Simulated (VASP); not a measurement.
Ag, 1 atom in the cell. The structure is tetragonal, space group I4/mmm (No. 139). Conventional cell: a = 3.336 Å, b = 3.336 Å, c = 3.066 Å, α = 90.00°, β = 90.00°, γ = 90.00°. Within 3.7 Å of Ag (site symmetry 4/mmm) lie 14 Ag at 2.81 to 3.34 Å.  This cell differs from its parent crystal: ratio of the length along z to the lengths across it x 0.65, volume and fractional coordinates fixed.

* Program: VASP 6.6.1
* Task: single point
* Functional: r2SCAN
* Potentials or basis: VASP PAW PBE potentials, release 64 (Ag)
* Cutoff: 520 eV
* k mesh: 22 × 22 × 22
* Occupations: gaussian, width 0.15 eV
* Spin: no spin polarisation
* Dipole correction: no
* Further INCAR settings: ALGO = Normal; EDIFF = 1e-07; NBANDS = 12

Potentials or basis: VASP PAW PBE potentials, release 64 (Ag).

Command:

```console
$ cat potpaw_PBE.64/Ag/POTCAR > POTCAR
$ cp INCAR.step1 INCAR
$ mpirun -np 1 vasp_std > vasp.out
$ cp INCAR.step2 INCAR
$ mpirun -np 1 vasp_std > vasp.out
```

Hardware: 1 thread of Intel Xeon 6975P-C (shared host).

**Question.** Estimate the wall time of this run.

**Answer.** Run time: 8.4 min on 1 thread of Intel Xeon 6975P-C, on a shared host, peak memory 0.29 GiB. Counts: k points 834.
